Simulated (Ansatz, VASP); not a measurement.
One calculation of MoSe, two programs

```xyz
2
Lattice="3.6474 0.0000 0.0000 0.0000 3.6474 0.0000 0.0000 0.0000 3.6474" Properties=species:S:1:pos:R:3 pbc="T T T"
Mo    0.0000    0.0000    0.0000
Se    1.8237    1.8237    1.8237
```

Alike in both runs: task single point; functional PBE; k mesh 12 × 12 × 12; occupations gaussian, width 0.1 eV; collinear spin; Hubbard terms Mo d U = 4.38 eV.

|  | VASP | Ansatz |
| --- | --- | --- |
| version | VASP 6.6.1 | Ansatz 0.2.0 |
| potentials or method | VASP PAW PBE potentials, release 64 (Mo_sv, Se), cutoff 520 eV | scalar-relativistic, plane waves, PAW |
| valence electrons in the cell | 20 | 30 |

|  | VASP | Ansatz | Ansatz less VASP |
| --- | --- | --- | --- |
| gap on the k mesh at the Fermi level (eV) | none | none | - |
| pressure (GPa) | -7.3 | -5.0 | +2.32 |
| net moment per atom (μB) | 2.00 | 2.00 | 0.000 |
| size of the moment on the site where the two differ most (μB) | 0.31 | 0.50 | +0.194 |

Site moments also hang on the region over which each program counts them. The programs project onto different local orbitals, so the same U acts differently, and such runs can settle in different states. A gap of «none» marks a metal or a gap that the smearing closes. VASP's potentials hold 20 valence electrons a cell and Ansatz's 30, so a difference there can come from the potentials and not from the codes. Ansatz's warnings: filled band counts differ across k points.
